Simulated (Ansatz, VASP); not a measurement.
**LiF: VASP beside Ansatz**

Contents of POSCAR:

```
LiF
1.0
    0.0000000000      1.9539244000      1.9539244000
    1.9539244000      0.0000000000      1.9539244000
    1.9539244000      1.9539244000      0.0000000000
Li F
1 1
Direct
    0.0000000000      0.0000000000      0.0000000000
    0.5000000000      0.5000000000      0.5000000000
```

INCAR.step1

```
SYSTEM = LiF
  PREC = Accurate
  ENCUT = 520
  ISMEAR = -1
  SIGMA = 0.02
  LREAL = .False.
  LASPH = .True.
  NELM = 80
  GGA = PE
  ALGO = Normal
  EDIFF = 1E-4
  LWAVE = .True.
  LCHARG = .False.
```

The input INCAR.step2:

```
SYSTEM = LiF
  PREC = Accurate
  ENCUT = 520
  EDIFF = 1E-6
  ISMEAR = -1
  SIGMA = 0.02
  LREAL = .False.
  LASPH = .True.
  NELM = 80
  ALGO = Normal
  ISIF = 2
  LWAVE = .False.
  LCHARG = .False.
  METAGGA = R2SCAN
  LMIXTAU = .True.
  IBRION = 2
  NSW = 50
  EDIFFG = -0.01
  ISTART = 1
```

File KPOINTS:

```
Automatic mesh
0
Gamma
  12 12 12
  0 0 0
```

Input for Ansatz:

```yaml
crystal:
  lattice:
    - [0.0, 1.9539244, 1.9539244]
    - [1.9539244, 0.0, 1.9539244]
    - [1.9539244, 1.9539244, 0.0]
  atoms:
    - { symbol: Li, position: [0.0, 0.0, 0.0] }
    - { symbol: F, position: [0.5, 0.5, 0.5] }
  symmetry: { tolerance: 0.0003 }
hamiltonian:
  xc: r2scan
  pseudopotentials: { kind: paw, azcp: { folder: soft_1 } }
basis:
  ecutwfc: 500
magnetization:
  spin_polarized: false
scf:
  occupations: { method: fermi_dirac, width: 0.02 }
kpoints:
  mp_grid: { grid: [12, 12, 12], shift: [0, 0, 0] }
  band_path:
    path:
      - [0.0, 0.0, 0.0]
      - [0.5, 0.0, 0.5]
      - [0.625, 0.25, 0.625]
      - [0.375, 0.375, 0.75]
      - [0.0, 0.0, 0.0]
      - [0.5, 0.5, 0.5]
      - [0.5, 0.25, 0.75]
      - [0.5, 0.0, 0.5]
    npoints: 10
output:
  forces: true
  stress: true
  eigenvalues: true
  write_potential: true
  elf: true
  volumetric_format: npy
  dos: { e_range: [-12, 8], de: 0.05 }
relax:
  max_steps: 30
```

Alike in both runs: task relaxation of the atoms; functional r2SCAN; k mesh 12 × 12 × 12; occupations fermi-dirac, width 0.02 eV; no spin polarisation.

|  | VASP | Ansatz |
| --- | --- | --- |
| version | VASP 6.6.1 | Ansatz 0.2.0 |
| potentials or method | VASP PAW PBE potentials, release 64 (Li_sv, F), cutoff 520 eV | PAW plane waves |
| valence electrons in the cell | 10 | 10 |

|  | VASP | Ansatz | Ansatz less VASP |
| --- | --- | --- | --- |
| gap on the k mesh at the Fermi level, each at its own relaxed structure (eV) | 11.19 | 10.97 | -0.221 |

VASP's potentials were made for PBE, not for r2SCAN. Ansatz's warnings: stress scf threshold loose.

Noted on VASP's run: the cutoff is short for stress, so the pressure is rough; the relaxation stopped at its first step, so nothing moved.
